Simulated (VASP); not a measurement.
Here is a VASP 6.6.1 calculation.

INCAR

```
PREC = Accurate
ENCUT = 520
EDIFF = 1E-6
ISMEAR = -1
SIGMA = 0.02
LREAL = F
LASPH = T
NELM = 60
ALGO = Normal
ISIF = 2
LWAVE = F
LCHARG = F
GGA = PE
IBRION = 2
NSW = 80
EDIFFG = -0.02
```

Contents of KPOINTS:

```
Automatic mesh
0
Gamma
  4 4 4
```

File POSCAR:

```
CO2
1.0
    5.6200000000      0.0000000000      0.0000000000
    0.0000000000      5.6200000000      0.0000000000
    0.0000000000      0.0000000000      5.6200000000
C O
4 8
Direct
    0.0000000000      0.0000000000      0.0000000000
    0.5000000000      0.0000000000      0.5000000000
    0.5000000000      0.5000000000      0.0000000000
    0.0000000000      0.5000000000      0.5000000000
    0.1080000000      0.1080000000      0.1080000000
    0.3920000000      0.8920000000      0.6080000000
    0.6080000000      0.3920000000      0.8920000000
    0.8920000000      0.6080000000      0.3920000000
    0.8920000000      0.8920000000      0.8920000000
    0.6080000000      0.1080000000      0.3920000000
    0.3920000000      0.6080000000      0.1080000000
    0.1080000000      0.3920000000      0.6080000000
```

Potentials or basis: VASP PAW PBE potentials, release 64 (C, O).

Launch:

```console
$ cat potpaw_PBE.64/C/POTCAR potpaw_PBE.64/O/POTCAR > POTCAR
$ mpirun -np 1 vasp_std > vasp.out
```

(1) Estimate the energy gained by relaxing.

(2) What does it give for the band gap on the k mesh?

## Answers

(1) 702.3 meV/atom.

(2) 6.71 eV, direct.
